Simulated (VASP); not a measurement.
# SiC (P3m1) in VASP: single point with PBE

Aim: the single point of SiC with PBE.

Everything below comes from runs of VASP 6.6.1. Logs are shortened: lines on timing, memory, paths and dates and some standing lists are left out, and cuts for length are marked.

**1. The cell of the first run**

It takes space group P3m1 (No. 156, trigonal). The conventional cell has a = 3.076 Å, b = 3.076 Å, c = 9.946 Å, α = 90.00°, β = 90.00°, γ = 120.00°. Si (site symmetry 3m) has 4 C at 1.87 to 1.94 Å within 2.5 Å. Si (site symmetry 3m) has 4 C at 1.87 to 1.94 Å within 2.5 Å. Within 2.4 Å of Si (site symmetry 3m) lie 4 C at 1.79 to 1.87 Å. Within 2.5 Å of Si (site symmetry 3m) lie 4 C at 1.87 to 1.94 Å. C (site symmetry 3m) has 4 Si at 1.87 to 1.94 Å within 2.5 Å. C (site symmetry 3m) has 4 Si at 1.87 to 1.94 Å within 2.5 Å. Within 2.4 Å of C (site symmetry 3m) lie 4 Si at 1.79 to 1.87 Å. C (site symmetry 3m) has 4 Si at 1.87 to 1.94 Å within 2.5 Å.

**2. Single point, PBE**

Contents of INCAR:

```
PREC = Accurate ; ENCUT = 600
EDIFF = 1E-6 ; ISMEAR = 0
SIGMA = 0.05 ; LREAL = False
LASPH = True ; NELM = 120
ALGO = Normal ; ISIF = 2
LWAVE = False ; LCHARG = False
GGA = PE ; NBANDS = 26
GGA_COMPAT = False
```

Contents of KPOINTS:

```
Automatic mesh
0
Gamma
  10 10 3
```

Contents of POSCAR:

```
SiC
1.0
   -3.0759982064      0.0000000000      0.0000000000
   -1.5379991032     -2.6638925888      0.0000000000
    0.0000000000      0.0000000000      9.9460000000
Si C
4 4
Direct
    0.3333333333      0.3333333333      0.6636094913
    0.3333333333      0.3333333333      0.1560687714
    0.6666666667      0.6666666667      0.9173798512
    0.6666666667      0.6666666667      0.4098391313
    0.3333333333      0.3333333333      0.8590126684
    0.3333333333      0.3333333333      0.3514719485
    0.6666666667      0.6666666667      0.0977015886
    0.6666666667      0.6666666667      0.6052423085
```

Potentials or basis: VASP PAW PBE potentials, release 64 (Si, C).

Launch:

```sh
> cat potpaw_PBE.64/Si/POTCAR potpaw_PBE.64/C/POTCAR > POTCAR
> mpirun -np 1 vasp_std > vasp.out
```

OUTCAR:

```text
PREC = Accurate
   ENCUT = 600
   EDIFF = 1E-6
   ISMEAR = 0
   LREAL = False
   LASPH = True
   NELM = 120
   ISIF = 2
   GGA = PE

 ion  position               nearest neighbor table
   1  0.333  0.333  0.664-   8 1.87   8 1.87   8 1.87   5 1.94   3 3.09   3 3.09   3 3.09   4 3.09
                             4 3.09   4 3.09
   2  0.333  0.333  0.156-   7 1.87   7 1.87   7 1.87   6 1.94   3 2.96   3 2.96   3 2.96   4 3.09
                             4 3.09   4 3.09
   3  0.667  0.667  0.917-   7 1.79   5 1.87   5 1.87   5 1.87   2 2.96   2 2.96   2 2.96   1 3.09
                             1 3.09   1 3.09
   4  0.667  0.667  0.410-   6 1.87   6 1.87   6 1.87   8 1.94   2 3.09   2 3.09   2 3.09   1 3.09
                             1 3.09   1 3.09
   5  0.333  0.333  0.859-   3 1.87   3 1.87   3 1.87   1 1.94
   6  0.333  0.333  0.351-   4 1.87   4 1.87   4 1.87   2 1.94
   7  0.667  0.667  0.098-   3 1.79   2 1.87   2 1.87   2 1.87
   8  0.667  0.667  0.605-   1 1.87   1 1.87   1 1.87   4 1.94

  LATTYP: Found a hexagonal cell.
 ALAT       =     3.0759982065
 C/A-ratio  =     3.2334219113

  Lattice vectors:

 A1 = (   1.5379991032,   2.6638925888,   0.0000000000)
 A2 = (  -3.0759982064,   0.0000000000,   0.0000000000)
 A3 = (   0.0000000000,   0.0000000000,   9.9460000000)

Analysis of symmetry for initial positions (statically):
=====================================================================
 Subroutine PRICEL returns:
 Original cell was already a primitive cell.

 Routine SETGRP: Setting up the symmetry group for a
 hexagonal supercell.

 Subroutine GETGRP returns: Found  6 space group operations
 (whereof  6 operations were pure point group operations)
 out of a pool of 24 trial point group operations.

The static configuration has the point symmetry C_3v.

Analysis of symmetry for dynamics (positions and initial velocities):
=====================================================================
 Subroutine PRICEL returns:
 Original cell was already a primitive cell.

 Routine SETGRP: Setting up the symmetry group for a
 hexagonal supercell.

 Subroutine GETGRP returns: Found  6 space group operations
 (whereof  6 operations were pure point group operations)
 out of a pool of 24 trial point group operations.

The dynamic configuration has the point symmetry C_3v.

 Subroutine INISYM returns: Found  6 space group operations
 (whereof  6 operations are pure point group operations),
 and found     1 'primitive' translations

----------------------------------------------------------------------------------------

                                     Primitive cell

  volume of cell :      81.4988

  direct lattice vectors                    reciprocal lattice vectors
    -3.075998206  0.000000000  0.000000000    -0.325097719  0.187695255  0.000000000
    -1.537999103 -2.663892589  0.000000000     0.000000000 -0.375390511  0.000000000
     0.000000000  0.000000000  9.946000000     0.000000000  0.000000000  0.100542932

  length of vectors
     3.075998206  3.075998206  9.946000000     0.375390511  0.375390511  0.100542932

  position of ions in fractional coordinates (direct lattice)
     0.333333333  0.333333333  0.663609491
     0.333333333  0.333333333  0.156068771
     0.666666667  0.666666667  0.917379851
     0.666666667  0.666666667  0.409839131
     0.333333333  0.333333333  0.859012668
     0.333333333  0.333333333  0.351471948
     0.666666667  0.666666667  0.097701589
     0.666666667  0.666666667  0.605242309

  ion indices of the primitive-cell ions
   primitive index   ion index
                 1           1
                 2           2
                 3           3
                 4           4
                 5           5
                 6           6
                 7           7
                 8           8

----------------------------------------------------------------------------------------

 KPOINTS: Automatic mesh

Automatic generation of k-mesh.
 Grid dimensions read from file:
 generate k-points for:   10   10    3

 Generating k-lattice:

  Cartesian coordinates                     Fractional coordinates (reciprocal lattice)
    -0.032509772  0.018769526  0.000000000     0.100000000  0.000000000  0.000000000
     0.000000000 -0.037539051  0.000000000     0.000000000  0.100000000  0.000000000
     0.000000000  0.000000000  0.033514311     0.000000000  0.000000000  0.333333333

  Length of vectors
     0.037539051  0.037539051  0.033514311

  Shift w.r.t. Gamma in fractional coordinates (k-lattice)
     0.000000000  0.000000000  0.000000000

 Subroutine IBZKPT returns following result:
 ===========================================

 Found     36 irreducible k-points:

 Following reciprocal coordinates:
            Coordinates               Weight
  0.000000  0.000000  0.000000      1.000000
  0.100000 -0.000000  0.000000      6.000000
  0.200000 -0.000000  0.000000      6.000000
  0.300000  0.000000  0.000000      6.000000
  0.400000 -0.000000  0.000000      6.000000
  0.500000 -0.000000  0.000000      3.000000
[... 16 lines left out ...]
  0.400000  0.400000  0.333333      6.000000
  0.500000 -0.000000  0.333333      6.000000
 [... further k-points ...]
   k-points           NKPTS =     36   k-points in BZ     NKDIM =     36   number of bands    NBANDS=     26
   number of dos      NEDOS =    301   number of ions     NIONS =      8
   total plane-waves  NPLWV =  62720
   dimension x,y,z NGX =    28 NGY =   28 NGZ =   80
   dimension x,y,z NGXF=    56 NGYF=   56 NGZF=  160
   ions per type =               4   4
   NGX,Y,Z   is equivalent  to a cutoff of  15.13, 15.13, 13.37 a.u.
   NGXF,Y,Z  is equivalent  to a cutoff of  30.27, 30.27, 26.74 a.u.
 SYSTEM =  unknown system
   PREC   = accura    normal or accurate (medium, high low for compatibility)
   ISTART =      0    job   : 0-new  1-cont  2-samecut
   ICHARG =      2    charge: 1-file 2-atom 10-const
   ISPIN  =      1    spin polarized calculation?
   LNONCOLLINEAR =      F non collinear calculations
   LSORBIT =      F    spin-orbit coupling
   LASPH  =      T    aspherical Exc in radial PAW
   ENCUT  =  600.0 eV  44.10 Ry    6.64 a.u.   6.14  6.14 19.86*2*pi/ulx,y,z
   NELM   =    120;   NELMIN=  2; NELMDL= -5     # of ELM steps
   EDIFF  = 0.1E-05   stopping-criterion for ELM
   LREAL  =      F    real-space projection
   EDIFFG = 0.1E-04   stopping-criterion for IOM
   NSW    =      0    number of steps for IOM
   IBRION =     -1    ionic relax: 0-MD 1-quasi-New 2-CG
   NFREE  =      0    steps in history (QN), initial steepest desc. (CG)
   ISIF   =      2    stress and relaxation
   ISYM   =      2    0-nonsym 1-usesym 2-fastsym
   POTIM  = 0.5000    time-step for ionic-motion
   TEBEG  =    0.0;   TEEND  =   0.0 temperature during run
   PSTRESS=    0.0 pullay stress
   NELECT =      32.0000    total number of electrons
   NUPDOWN=      -1.0000    fix difference up-down
   EMIN   =  10.00;   EMAX   =-10.00  energy-range for DOS
   EFERMI =   0.00;   METHOD = LEGACY
   ISMEAR =     0;   SIGMA  =   0.05  broadening in eV -4-tet -1-fermi 0-gaus
   EFERMI_NEDOS =   21; number of points for ismear=-14 and -15
   IALGO  =     38    algorithm
   IMIX   =      4    mixing-type and parameters
     AMIX     =   0.40;   BMIX     =  1.00
     AMIX_MAG =   1.60;   BMIX_MAG =  1.00
  volume/ion in A,a.u.               =      10.19        68.75
  Fermi-wavevector in a.u.,A,eV,Ry     =   1.198784  2.265374 19.552715  1.437084
  Thomas-Fermi vector in A             =   2.334664
   LORBIT       =      0    0 simple, 1 ext, 2 COOP (PROOUT), +10 PAW based schemes
   GGA     = PE    functional components
   LHFCALC =     F    Hartree Fock is set to
   AEXX    =    0.0000 exact exchange contribution
   IVDW    =     0    specifies the selected vdW correction
   LEPSILON=     F    determine dielectric tensor
   LRPA    =     F    only Hartree local field effects (RPA)
 non-spin polarized calculation
 Gauss-broadening in eV      SIGMA  =   0.05
  energy-cutoff  :      600.00
  volume of cell :       81.50
 maximum number of plane-waves:      2751
 NGX is ok and might be reduce to    28
   NGX = 13   NGY = 13   NGZ = 39

 number of electron      32.0000000 magnetization

 Free energy of the ion-electron system (eV)
  ---------------------------------------------------
  ext. energy  EPLUGINS =         0.00000000
  ---------------------------------------------------
  free energy    TOTEN  =       -59.97303204 eV

  energy without entropy =      -59.97303204  energy(sigma->0) =      -59.97303204

 E-fermi :   8.7835     XC(G=0): -11.4119

 val. band max:        8.5787397834   @ k =   0.0000   0.0000   0.0000
 cond. band min:      11.0272102507   @ k =  -0.4000   0.3000   0.0000
 fundamental gap:      2.4484704673
 Fermi energy:         8.7835357713

 k-point     1 :       0.0000    0.0000    0.0000
  band No.  band energies     occupation
      1      -7.3378      2.00000
      2      -6.1563      2.00000
      3      -5.8732      2.00000
      4      -3.5469      2.00000
      5      -0.2141      2.00000
      6       4.0546      2.00000
[... 18 lines left out ...]
     25      15.8461      0.00000
     26      15.8463      0.00000

 k-point     2 :       0.1000   -0.0000    0.0000
  band No.  band energies     occupation
      1      -7.1647      2.00000
      2      -5.9879      2.00000
      3      -5.7045      2.00000
      4      -3.3998      2.00000
      5      -0.0538      2.00000
      6       4.0940      2.00000
[... 18 lines left out ...]
     25      16.1283      0.00000
[... 608 lines left out ...]
     25      17.0064      0.00000
     26      17.4762      0.00000

 k-point    24 :       0.5000   -0.0000    0.3333
  band No.  band energies     occupation
      1      -3.9749      2.00000
      2      -3.4346      2.00000
      3      -2.6553      2.00000
      4      -2.3611      2.00000
      5      -0.2147      2.00000
      6       0.2236      2.00000
[... 18 lines left out ...]
     25      16.7838      0.00000
     26      17.4189      0.00000

 [... further k-points ...]

------------------------ aborting loop because EDIFF is reached ----------------------------------------

  FORCE on cell =-STRESS in cart. coord.  units (eV):
  Direction    XX          YY          ZZ          XY          YZ          ZX
  --------------------------------------------------------------------------------------
  -------------------------------------------------------------------------------------
  Total        2.7828243      2.7828243      5.6044287      0.0000000     -0.0000000      0.0000000
  in kB       54.7072797     54.7072797    110.1769364      0.0000000     -0.0000000      0.0000000
  external PRESSURE =      73.1971652 kB  Pullay stress =       0.0000000 kB

 VOLUME and BASIS-vectors are now :
 -----------------------------------------------------------------------------
  energy-cutoff  :      600.00
  volume of cell :       81.50
      direct lattice vectors                 reciprocal lattice vectors
    -3.075998206  0.000000000  0.000000000    -0.325097719  0.187695255  0.000000000
    -1.537999103 -2.663892589  0.000000000     0.000000000 -0.375390511  0.000000000
     0.000000000  0.000000000  9.946000000     0.000000000  0.000000000  0.100542932

 POSITION                                       TOTAL-FORCE (eV/Angst)
 -----------------------------------------------------------------------------------
     -1.53800     -0.88796      6.60026         0.000000     -0.000000      0.884591
     -1.53800     -0.88796      1.55226        -0.000000     -0.000000      1.325104
     -3.07600     -1.77593      9.12426        -0.000000     -0.000000     -1.731636
     -3.07600     -1.77593      4.07626         0.000000      0.000000      0.898947
     -1.53800     -0.88796      8.54374        -0.000000      0.000000     -1.150120
     -1.53800     -0.88796      3.49574        -0.000000     -0.000000     -0.899295
     -3.07600     -1.77593      0.97174         0.000000      0.000000      1.556886
     -3.07600     -1.77593      6.01974         0.000000     -0.000000     -0.884477
 -----------------------------------------------------------------------------------
    total drift:                               -0.000000     -0.000000     -0.000176

  FREE ENERGIE OF THE ION-ELECTRON SYSTEM (eV)
  ---------------------------------------------------
  free  energy   TOTEN  =       -59.9730320393 eV

  energy  without entropy=      -59.9730320393  energy(sigma->0) =      -59.97303204
```

Wall time 47 s (1 thread of AMD EPYC 9R45 (Zen 5), shared host); peak memory 0.23 GiB.

What came out:

```
Free energy            : -59.9730 eV
Pressure               : 7.3 GPa
Largest force          : 1.732 eV/Å
Band gap on the k mesh : 2.45 eV
```

Forces on the atoms (eV/Å):
```
Si   0.000  0.000  0.885
Si   0.000  0.000  1.325
Si   0.000  0.000 -1.732
Si   0.000  0.000  0.899
C    0.000  0.000 -1.150
C    0.000  0.000 -0.899
C    0.000  0.000  1.557
C    0.000  0.000 -0.884
```

Stress tensor (GPa, compression positive):
```
 5.47  0.00  0.00
 0.00  5.47  0.00
 0.00  0.00 11.02
```

Caveat: forces of over 1 eV/Å act on the atoms, so gaps and moduli don't describe the material at rest. A k mesh can miss the band edges.
